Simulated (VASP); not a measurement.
ZrBr, 4 atoms in the cell. It takes space group R-3m (No. 166, trigonal). The conventional cell has a = 3.572 Å, b = 3.572 Å, c = 28.622 Å, α = 90.00°, β = 90.00°, γ = 120.00°. Zr (site symmetry 3m) has 3 Br at 2.79 Å and 9 Zr at 3.19 to 3.57 Å within 3.7 Å. Within 3.7 Å of Br (site symmetry 3m) lie 3 Zr at 2.79 Å and 6 Br at 3.57 Å. 

```yaml
Program: VASP 6.6.1
Task: electric field gradients
Functional: LDA
Potentials_or_basis: VASP PAW LDA potentials, release 64 (Zr_sv, Br)
Cutoff: 520 eV
k_mesh: 10 × 10 × 10
Occupations: fermi-dirac, width 0.02 eV
Spin: no spin polarisation
Dipole_correction: no
Further_INCAR_settings: ALGO = Normal; EDIFF = 1e-08; NBANDS = 27
```

Potentials or basis: VASP PAW LDA potentials, release 64 (Zr_sv, Br).

The run is started by

```console
$ cat potpaw_LDA.64/Zr_sv/POTCAR potpaw_LDA.64/Br/POTCAR > POTCAR
$ mpirun -np 1 vasp_std > vasp.out
```

Hardware: 1 thread of Intel(R) Xeon(R) Platinum 8488C (Sapphire Rapids) (shared host).

Estimate the wall time of this run.

Wall time 33 min on 1 thread of Intel(R) Xeon(R) Platinum 8488C (Sapphire Rapids), on a shared host, peak memory 0.84 GiB. Counts: scf iterations 15, k points 116.
